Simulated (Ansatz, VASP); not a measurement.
One calculation of TaN, two programs

```
Ta N
1.0
     3.05000    0.00000    0.00000
    -1.52500    2.64138    0.00000
     0.00000    0.00000    4.89060
Ta N
2 2
Direct
  0.33333 0.66667 0.00000
  0.66667 0.33333 0.50000
  0.33333 0.66667 0.38500
  0.66667 0.33333 0.88500
```

Change from the starting cell: zz strain of -1 %, crystal datasets.

Alike in both runs: task electric field gradients; functional PBE; k mesh 9 × 9 × 5; occupations fermi-dirac, width 0.01 eV; no spin polarisation.

|  | VASP | Ansatz |
| --- | --- | --- |
| version | VASP 6.6.1 | Ansatz 0.2.0 |
| potentials or method | VASP PAW PBE potentials, release 64 (Ta_pv, N), cutoff 520 eV | all-electron PAW with datasets made for the crystal, scalar-relativistic |

|  | VASP | Ansatz | Ansatz less VASP |
| --- | --- | --- | --- |
| pressure (GPa) | 147.4 | 141.7 | -5.66 |
| traceless stress, the component that is largest in VASP (GPa) | -13.95 | -13.47 | +0.482 |
| rms of the force components (eV/Å) | 1.022 | 1.004 | -0.0187 |
| size of Vzz on the site where it differs most (V/Å²) | 112.6 | 111.2 | -1.45 |

Atom by atom the forces differ by 0.019 eV/Å (rms over components). Both programs put the cell under a high pressure, so it lies far from rest at this level. Ansatz ran all-electron here, and VASP with PAW potentials.

Neither program's run includes spin-orbit coupling. Noted on VASP's run: the cell as given lies far from equilibrium.
